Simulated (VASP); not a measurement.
Here is a VASP 6.6.1 calculation.

File INCAR:

```
SYSTEM = SiC
ALGO = Normal ; EDIFF = 1E-7
ENCUT = 520 ; GGA = PE
ISIF = 2 ; ISMEAR = 0
LASPH = .True. ; LCHARG = .True.
LELF = .True. ; LREAL = .False.
LVHAR = .True. ; LWAVE = .False.
NBANDS = 16 ; NELM = 60
PREC = Accurate ; SIGMA = 0.05
```

The input KPOINTS:

```
k-points
0
Gamma
  12 12 6
  0 0 0
```

Contents of POSCAR:

```
SiC
1.0
    3.0919867344      0.0000000000      0.0000000000
   -1.5459933672      2.6777390602      0.0000000000
    0.0000000000      0.0000000000      5.0737646004
Si C
2 2
Direct
    0.1792565699      0.5896282849     -0.0241240372
    0.5125899032      0.2562949516      0.4758759628
    0.3333333333      0.6666666667      0.3804363282
    0.6666666667      0.3333333333      0.8804363282
```

Potentials or basis: VASP PAW PBE potentials, release 64 (Si, C).

Run with:

```bash
$ cat potpaw_PBE.64/Si/POTCAR potpaw_PBE.64/C/POTCAR > POTCAR
$ mpirun -np 1 vasp_std > vasp.out
```

Problem. Predict the pressure.

Solution. 30.7 GPa.

Problem. Predict the largest force.

Solution. 20.115 eV/Å.

Forces in eV/Å, atoms in the order of the input:
```
Si   16.349   9.439   6.497
Si    4.190   2.419   3.405
C    -4.070  -2.350  -3.343
C   -16.468  -9.508  -6.559
```

Caveat: the cell differs from its parent crystal (all Si atoms moved +0.438 Å, as atom 1 towards its neighbour atom 4 (C) at 1.893 Å); the cell stands under pressure; forces of over 1 eV/Å act on the atoms, so gaps and moduli don't describe the material at rest.
